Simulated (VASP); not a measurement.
# BAs (F-43m) in VASP: a series of runs

BAs is run at these levels: LDA; tasks: single point, relaxation of cell and atoms.

Program: VASP 6.6.1. These are calculated values, not measurements. Logs are shortened: lines on timing, memory, paths and dates and some standing lists are left out, and cuts for length are marked.

## (1) The cell of the first run

Symmetry: F-43m, No. 216, cubic system. Conventional cell: a = 4.732 Å, b = 4.732 Å, c = 4.732 Å, α = 90.00°, β = 90.00°, γ = 90.00°. Within 2.7 Å of B (site symmetry -43m) lie 4 As at 2.05 Å. As (site symmetry -43m) has 4 B at 2.05 Å within 2.7 Å.

## (2) Single point, LDA

INCAR reads:

```
SYSTEM = BAs
PREC = Accurate
ENCUT = 520
EDIFF = 1E-6
ISMEAR = -1
SIGMA = 0.05
LREAL = .False.
LASPH = .True.
NELM = 100
ALGO = Normal
ISIF = 2
LWAVE = .False.
LCHARG = .True.
LELF = .True.
LVHAR = .True.
NBANDS = 11
```

KPOINTS reads:

```
Automatic mesh
0
Gamma
  15 15 15
  0 0 0
```

POSCAR reads:

```
BAs
1.0
    0.0000000000      2.3659370215      2.3659370215
    2.3659370215      0.0000000000      2.3659370215
    2.3659370215      2.3659370215      0.0000000000
B As
1 1
Direct
    0.0000000000      0.0000000000      0.0000000000
    0.2500000000      0.2500000000      0.2500000000
```

Potentials or basis: VASP PAW LDA potentials, release 64 (B, As).

Started as:

```
$ cat potpaw_LDA.64/B/POTCAR potpaw_LDA.64/As/POTCAR > POTCAR
$ mpirun -np 1 vasp_std > vasp.out
```

OUTCAR:

```text
SYSTEM = BAs
   PREC = Accurate
   ENCUT = 520
   EDIFF = 1E-6
   ISMEAR = -1
   LREAL = .False.
   LASPH = .True.
   NELM = 100
   ISIF = 2

 ion  position               nearest neighbor table
   1  0.000  0.000  0.000-   2 2.05   2 2.05   2 2.05   2 2.05
   2  0.250  0.250  0.250-   1 2.05   1 2.05   1 2.05   1 2.05

  LATTYP: Found a face centered cubic cell.
 ALAT       =     4.7318740430

  Lattice vectors:

 A1 = (   0.0000000000,   2.3659370215,   2.3659370215)
 A2 = (   2.3659370215,   0.0000000000,   2.3659370215)
 A3 = (   2.3659370215,   2.3659370215,   0.0000000000)

Analysis of symmetry for initial positions (statically):
=====================================================================
 Subroutine PRICEL returns:
 Original cell was already a primitive cell.

 Routine SETGRP: Setting up the symmetry group for a
 face centered cubic supercell.

 Subroutine GETGRP returns: Found 24 space group operations
 (whereof 24 operations were pure point group operations)
 out of a pool of 48 trial point group operations.

The static configuration has the point symmetry T_d .

Analysis of symmetry for dynamics (positions and initial velocities):
=====================================================================
 Subroutine PRICEL returns:
 Original cell was already a primitive cell.

 Routine SETGRP: Setting up the symmetry group for a
 face centered cubic supercell.

 Subroutine GETGRP returns: Found 24 space group operations
 (whereof 24 operations were pure point group operations)
 out of a pool of 48 trial point group operations.

The dynamic configuration has the point symmetry T_d .

 Subroutine INISYM returns: Found 24 space group operations
 (whereof 24 operations are pure point group operations),
 and found     1 'primitive' translations

----------------------------------------------------------------------------------------

                                     Primitive cell

  volume of cell :      26.4874

  direct lattice vectors                    reciprocal lattice vectors
     0.000000000  2.365937022  2.365937022    -0.211332760  0.211332760  0.211332760
     2.365937022  0.000000000  2.365937022     0.211332760 -0.211332760  0.211332760
     2.365937022  2.365937022  0.000000000     0.211332760  0.211332760 -0.211332760

  length of vectors
     3.345940224  3.345940224  3.345940224     0.366039077  0.366039077  0.366039077

  position of ions in fractional coordinates (direct lattice)
     0.000000000  0.000000000  0.000000000
     0.250000000  0.250000000  0.250000000

  ion indices of the primitive-cell ions
   primitive index   ion index
                 1           1
                 2           2

----------------------------------------------------------------------------------------

 KPOINTS: Automatic mesh

Automatic generation of k-mesh.
 Grid dimensions read from file:
 generate k-points for:   15   15   15

 Generating k-lattice:

  Cartesian coordinates                     Fractional coordinates (reciprocal lattice)
    -0.014088851  0.014088851  0.014088851     0.066666667  0.000000000  0.000000000
     0.014088851 -0.014088851  0.014088851     0.000000000  0.066666667  0.000000000
     0.014088851  0.014088851 -0.014088851     0.000000000  0.000000000  0.066666667

  Length of vectors
     0.024402605  0.024402605  0.024402605

  Shift w.r.t. Gamma in fractional coordinates (k-lattice)
     0.000000000  0.000000000  0.000000000

 Subroutine IBZKPT returns following result:
 ===========================================

 Found    120 irreducible k-points:

 Following reciprocal coordinates:
            Coordinates               Weight
  0.000000  0.000000  0.000000      1.000000
  0.066667  0.000000  0.000000      8.000000
  0.133333  0.000000  0.000000      8.000000
  0.200000  0.000000  0.000000      8.000000
  0.266667  0.000000  0.000000      8.000000
  0.333333  0.000000  0.000000      8.000000
[... 16 lines left out ...]
  0.133333  0.133333  0.000000      6.000000
  0.200000  0.133333  0.000000     24.000000
 [... further k-points ...]
   k-points           NKPTS =    120   k-points in BZ     NKDIM =    120   number of bands    NBANDS=     11
   number of dos      NEDOS =    301   number of ions     NIONS =      2
   total plane-waves  NPLWV =  21952
   dimension x,y,z NGX =    28 NGY =   28 NGZ =   28
   dimension x,y,z NGXF=    56 NGYF=   56 NGZF=   56
   ions per type =               1   1
   NGX,Y,Z   is equivalent  to a cutoff of  13.91, 13.91, 13.91 a.u.
   NGXF,Y,Z  is equivalent  to a cutoff of  27.82, 27.82, 27.82 a.u.
 SYSTEM =  BAs
   PREC   = accura    normal or accurate (medium, high low for compatibility)
   ISTART =      0    job   : 0-new  1-cont  2-samecut
   ICHARG =      2    charge: 1-file 2-atom 10-const
   ISPIN  =      1    spin polarized calculation?
   LNONCOLLINEAR =      F non collinear calculations
   LSORBIT =      F    spin-orbit coupling
   LASPH  =      T    aspherical Exc in radial PAW
   ENCUT  =  520.0 eV  38.22 Ry    6.18 a.u.   6.22  6.22  6.22*2*pi/ulx,y,z
   NELM   =    100;   NELMIN=  2; NELMDL= -5     # of ELM steps
   EDIFF  = 0.1E-05   stopping-criterion for ELM
   LREAL  =      F    real-space projection
   EDIFFG = 0.1E-04   stopping-criterion for IOM
   NSW    =      0    number of steps for IOM
   IBRION =     -1    ionic relax: 0-MD 1-quasi-New 2-CG
   NFREE  =      0    steps in history (QN), initial steepest desc. (CG)
   ISIF   =      2    stress and relaxation
   ISYM   =      2    0-nonsym 1-usesym 2-fastsym
   POTIM  = 0.5000    time-step for ionic-motion
   TEBEG  =    0.0;   TEEND  =   0.0 temperature during run
   PSTRESS=    0.0 pullay stress
   NELECT =       8.0000    total number of electrons
   NUPDOWN=      -1.0000    fix difference up-down
   EMIN   =  10.00;   EMAX   =-10.00  energy-range for DOS
   EFERMI =   0.00;   METHOD = LEGACY
   ISMEAR =    -1;   SIGMA  =   0.05  broadening in eV -4-tet -1-fermi 0-gaus
   EFERMI_NEDOS =   21; number of points for ismear=-14 and -15
   IALGO  =     38    algorithm
   IMIX   =      4    mixing-type and parameters
     AMIX     =   0.40;   BMIX     =  1.00
     AMIX_MAG =   1.60;   BMIX_MAG =  1.00
  volume/ion in A,a.u.               =      13.24        89.37
  Fermi-wavevector in a.u.,A,eV,Ry     =   1.098394  2.075664 16.415025  1.206470
  Thomas-Fermi vector in A             =   2.234771
   LORBIT       =      0    0 simple, 1 ext, 2 COOP (PROOUT), +10 PAW based schemes
   GGA     = CA    functional components
   LHFCALC =     F    Hartree Fock is set to
   AEXX    =    0.0000 exact exchange contribution
   IVDW    =     0    specifies the selected vdW correction
   LEPSILON=     F    determine dielectric tensor
   LRPA    =     F    only Hartree local field effects (RPA)
 non-spin polarized calculation
  energy-cutoff  :      520.00
  volume of cell :       26.49
 maximum number of plane-waves:       728
 NGX is ok and might be reduce to    28
   NGX = 13   NGY = 13   NGZ = 13

 number of electron       8.0000000 magnetization

 Free energy of the ion-electron system (eV)
  ---------------------------------------------------
  ext. energy  EPLUGINS =         0.00000000
  ---------------------------------------------------
  free energy    TOTEN  =       -12.92632058 eV

  energy without entropy =      -12.92632050  energy(sigma->0) =      -12.92632054

 E-fermi :   7.0175     XC(G=0): -10.9030

 val. band max:        6.4818022569   @ k =   0.0000   0.0000   0.0000
 cond. band min:       7.5786316128   @ k =   0.4000   0.4000   0.0000
 fundamental gap:      1.0968293559
 Fermi energy:         7.0175040441

 k-point     1 :       0.0000    0.0000    0.0000
  band No.  band energies     occupation
      1      -9.1557      2.00000
      2       6.4818      1.99996
      3       6.4818      1.99996
      4       6.4818      1.99996
      5       9.7684      0.00000
      6       9.7684      0.00000
      7       9.7684      0.00000
      8      11.5409      0.00000
      9      15.9833      0.00000
     10      19.6339      0.00000
     11      19.6339      0.00000

 k-point     2 :       0.0667    0.0000    0.0000
  band No.  band energies     occupation
      1      -9.0809      2.00000
      2       5.7678      2.00000
      3       6.3314      2.00000
      4       6.3314      2.00000
      5       9.9231      0.00000
      6       9.9649      0.00000
      7       9.9649      0.00000
      8      11.9145      0.00000
      9      16.2939      0.00000
     10      18.9056      0.00000
     11      18.9056      0.00000

 k-point     3 :       0.1333    0.0000    0.0000
  band No.  band energies     occupation
      1      -8.8579      2.00000
      2       4.3001      2.00000
      3       5.9807      2.00000
      4       5.9807      2.00000
      5       9.9456      0.00000
      6      10.4235      0.00000
      7      10.4235      0.00000
      8      12.8366      0.00000
      9      17.0661      0.00000
     10      18.1057      0.00000
     11      18.1057      0.00000

 k-point     4 :       0.2000    0.0000    0.0000
  band No.  band energies     occupation
      1      -8.4917      2.00000
      2       2.6714      2.00000
      3       5.5806      2.00000
      4       5.5806      2.00000
      5       9.8084      0.00000
      6      10.9054      0.00000
      7      10.9054      0.00000
      8      13.8396      0.00000
      9      17.6692      0.00000
     10      17.7187      0.00000
     11      17.7187      0.00000

 k-point     5 :       0.2667    0.0000    0.0000
  band No.  band energies     occupation
      1      -7.9941      2.00000
      2       1.0809      2.00000
      3       5.2166      2.00000
      4       5.2166      2.00000
      5       9.6420      0.00000
      6      11.2239      0.00000
      7      11.2239      0.00000
      8      14.6695      0.00000
      9      17.7592      0.00000
     10      17.8828      0.00000
     11      17.8828      0.00000
[... 211 lines left out ...]
 k-point    21 :      -0.1333    0.0667    0.0000
  band No.  band energies     occupation
      1      -8.6856      2.00000
      2       3.7304      2.00000
      3       5.0499      2.00000
      4       6.0983      2.00000
      5      10.1439      0.00000
      6      10.3297      0.00000
      7      11.0031      0.00000
      8      13.2099      0.00000
      9      17.1958      0.00000
     10      17.5749      0.00000
     11      18.3385      0.00000

 k-point    22 :      -0.0667    0.0667    0.0000
  band No.  band energies     occupation
      1      -8.9566      2.00000
      2       5.1123      2.00000
      3       5.6107      2.00000
      4       6.3514      2.00000
      5       9.9810      0.00000
      6      10.0405      0.00000
      7      10.5137      0.00000
      8      12.4154      0.00000
      9      16.7739      0.00000
     10      17.8963      0.00000
     11      18.6984      0.00000

 k-point    23 :       0.1333    0.1333    0.0000
  band No.  band energies     occupation
      1      -8.7580      2.00000
      2       4.9138      2.00000
      3       5.1667      2.00000
      4       5.1667      2.00000
      5       8.9625      0.00000
      6      11.5026      0.00000
      7      11.5026      0.00000
      8      12.4083      0.00000
      9      16.5379      0.00000
     10      17.5118      0.00000
     11      20.0649      0.00000

 k-point    24 :       0.2000    0.1333    0.0000
  band No.  band energies     occupation
      1      -8.4880      2.00000
      2       3.6534      2.00000
      3       4.7343      2.00000
      4       4.9854      2.00000
      5       8.9592      0.00000
      6      11.7174      0.00000
      7      12.1343      0.00000
      8      12.7038      0.00000
      9      16.4092      0.00000
     10      18.3398      0.00000
     11      19.8407      0.00000

 [... further k-points ...]

------------------------ aborting loop because EDIFF is reached ----------------------------------------

  FORCE on cell =-STRESS in cart. coord.  units (eV):
  Direction    XX          YY          ZZ          XY          YZ          ZX
  --------------------------------------------------------------------------------------
  -------------------------------------------------------------------------------------
  Total        0.1631147      0.1631147      0.1631147      0.0000000      0.0000000      0.0000000
  in kB        9.8665230      9.8665230      9.8665230      0.0000000      0.0000000      0.0000000
  external PRESSURE =       9.8665230 kB  Pullay stress =       0.0000000 kB

 VOLUME and BASIS-vectors are now :
 -----------------------------------------------------------------------------
  energy-cutoff  :      520.00
  volume of cell :       26.49
      direct lattice vectors                 reciprocal lattice vectors
     0.000000000  2.365937022  2.365937022    -0.211332760  0.211332760  0.211332760
     2.365937022  0.000000000  2.365937022     0.211332760 -0.211332760  0.211332760
     2.365937022  2.365937022  0.000000000     0.211332760  0.211332760 -0.211332760

 POSITION                                       TOTAL-FORCE (eV/Angst)
 -----------------------------------------------------------------------------------
      0.00000      0.00000      0.00000         0.000000      0.000000      0.000000
      1.18297      1.18297      1.18297        -0.000000     -0.000000     -0.000000
 -----------------------------------------------------------------------------------
    total drift:                               -0.000000     -0.000000     -0.000000

  FREE ENERGIE OF THE ION-ELECTRON SYSTEM (eV)
  ---------------------------------------------------
  free  energy   TOTEN  =       -12.9263205790 eV

  energy  without entropy=      -12.9263204999  energy(sigma->0) =      -12.92632054
```

It took 28 s on 1 thread of Intel Xeon Platinum 8375C at 2.90GHz (Ice Lake), shared host; peak memory 0.16 GiB.

What came out:

```yaml
Free_energy: -12.9263 eV
Pressure: 1.0 GPa
Band_gap_on_the_k_mesh: 1.10 eV, indirect (least direct gap 3.29 eV)
```

A k mesh can miss the band edges. As with any semilocal functional, this LDA gap is likely too small.

(Continued in part 2 of 2.)
